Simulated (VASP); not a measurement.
Here is a VASP 6.6.1 calculation.

POSCAR

```
ZnS
1.0
    3.8230000000      0.0000000000      0.0000000000
   -1.9115000000      3.3108151187      0.0000000000
    0.0000000000      0.0000000000      6.2610000000
Zn S
2 2
Direct
    0.3333333333      0.6666666667      0.0000000000
    0.6666666667      0.3333333333      0.5000000000
    0.3333333333      0.6666666667      0.3750000000
    0.6666666667      0.3333333333      0.8750000000
```

Contents of INCAR.step1:

```
PREC = Accurate
ENCUT = 520
ISMEAR = 0
SIGMA = 0.1
LREAL = False
LASPH = True
NELM = 60
NBANDS = 26
GGA = PE
ALGO = Normal
EDIFF = 1E-4
LWAVE = True
LCHARG = False
```

The input INCAR.step2:

```
PREC = Accurate
ENCUT = 520
EDIFF = 1E-7
ISMEAR = 0
SIGMA = 0.1
LREAL = False
LASPH = True
NELM = 60
ALGO = Normal
ISIF = 2
LWAVE = False
LCHARG = False
METAGGA = R2SCAN
LMIXTAU = True
NBANDS = 26
ISTART = 1
```

The input KPOINTS:

```
regular mesh
0
Gamma
  6 6 4
```

Potentials or basis: VASP PAW PBE potentials, release 64 (Zn, S).

Launch:

```console
$ cat potpaw_PBE.64/Zn/POTCAR potpaw_PBE.64/S/POTCAR > POTCAR
$ cp INCAR.step1 INCAR
$ mpirun -np 1 vasp_std > vasp.out
$ cp INCAR.step2 INCAR
$ mpirun -np 1 vasp_std > vasp.out
```

**Question.** Predict the band gap on the k mesh.

**Answer.** 2.74 eV, direct.

**Question.** Predict the largest force.

**Answer.** 0.007 eV/Å.

**Question.** Predict the pressure.

**Answer.** -0.8 GPa.

Forces on the atoms (eV/Å):
```
Zn   0.000  0.000  0.007
Zn   0.000  0.000  0.007
S    0.000  0.000 -0.007
S    0.000  0.000 -0.007
```

Caveat: the PAW data sets were made with another functional, which shifts forces and pressure a little. r2SCAN opens gaps a little over a GGA but as a rule still falls short of measured ones.
